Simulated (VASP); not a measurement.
Fe2O5 (cubic X2O5 type), 14 atoms in the cell. The structure is cubic, space group Pn-3m (No. 224). Conventional cell: a = 4.877 Å, b = 4.877 Å, c = 4.877 Å, α = 90.00°, β = 90.00°, γ = 90.00°. Within 2.8 Å of Fe (site symmetry -3m) lie 12 O at 2.11 to 2.44 Å. Within 2.8 Å of O (site symmetry -3m) lie 6 O at 2.11 Å and 6 Fe at 2.44 Å. O (site symmetry -42m) has 4 Fe at 2.11 Å and 8 O at 2.11 to 2.44 Å within 2.8 Å. 

```yaml
Program: VASP 6.6.1
Task: single point
Functional: PBE
Potentials_or_basis: VASP PAW PBE potentials, release 64 (Fe, O)
Cutoff: 520 eV
k_mesh: 11 × 11 × 11
Occupations: fermi-dirac, width 0.0612256 eV
Spin: no spin polarisation
Dipole_correction: no
Further_INCAR_settings: ALGO = Normal; EDIFF = 1e-07; NBANDS = 59
```

Potentials or basis: VASP PAW PBE potentials, release 64 (Fe, O).

Run with:

```bash
$ cat potpaw_PBE.64/Fe/POTCAR potpaw_PBE.64/O/POTCAR > POTCAR
$ mpirun -np 1 vasp_std > vasp.out
```

Hardware: 1 thread of Intel(R) Xeon(R) 6975P-C (Granite Rapids) (shared host).

Task: How long does it take, and how much memory?

Result: It took 4.4 min on 1 thread of Intel(R) Xeon(R) 6975P-C (Granite Rapids), with other jobs on the host, peak memory 0.38 GiB. Counts: scf iterations 23, k points 56.
